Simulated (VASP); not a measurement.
A run of VASP 6.6.1 is set up as follows.

File INCAR:

```
SYSTEM = In
  PREC = Accurate
  ENCUT = 520
  EDIFF = 1E-7
  ISMEAR = 0
  SIGMA = 0.15
  LREAL = .False.
  LASPH = .True.
  NELM = 60
  ALGO = Fast
  ISIF = 2
  LWAVE = .False.
  LCHARG = .False.
  GGA = PS
  NBANDS = 12
```

File KPOINTS:

```
Automatic mesh
0
Gamma
  18 18 18
  0 0 0
```

File POSCAR:

```
In
1.0
   -1.8260494828      1.8260494828      1.8825252400
    1.8260494828     -1.8260494828      1.8825252400
    1.8260494828      1.8260494828     -1.8825252400
In
1
Direct
    0.0000000000      0.0000000000      0.0000000000
```

Potentials or basis: VASP PAW PBE potentials, release 64 (In_d).

Command:

```bash
$ cat potpaw_PBE.64/In_d/POTCAR > POTCAR
$ mpirun -np 1 vasp_std > vasp.out
```

Problem. What does it give for the pressure?

Solution. 1.3 GPa.

Stress tensor (GPa, compression positive):
```
1.21 0.00 0.00
0.00 1.21 0.00
0.00 0.00 1.40
```

Caveat: the cell differs from its parent crystal (strain -0.030 along x and y, +0.000 along z); the PAW data sets were made with another functional, which shifts forces and pressure a little.
